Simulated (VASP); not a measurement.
The system is KBr.

```
CELL_PARAMETERS angstrom
0.00000 3.68830 3.68830
3.68830 0.00000 3.68830
3.68830 3.68830 0.00000
ATOMIC_POSITIONS crystal
K 0.00000 0.00000 0.00000
Br 0.25000 0.25000 0.25000
```

Base run:

| Item | Value |
| --- | --- |
| Program | VASP 6.6.1 |
| Functional | PBEsol |
| Potentials or basis | VASP PAW PBE potentials, release 64 (K_sv, Br) |
| Cutoff | 520 eV |
| k mesh | 4 × 4 × 4 |
| Occupations | methfessel-paxton, width 0.5 eV |
| Spin | no spin polarisation |

Its results: band gap on the k mesh 4.30 eV (least direct gap 4.31 eV); pressure -0.3 GPa.

Problem. The run is repeated on the same cell with these changes: functional from PBEsol to PBE-based screened hybrid with 100 % exact exchange; occupations from methfessel-paxton, width 0.5 eV to gaussian, width 0.01 eV. What comes out?

Solution. Band gap on the k mesh 10.41 eV (least direct gap 10.41 eV); pressure -0.3 GPa.

Caveats: the PAW data sets were made with another functional, which shifts forces and pressure a little.

A k mesh can miss the band edges.
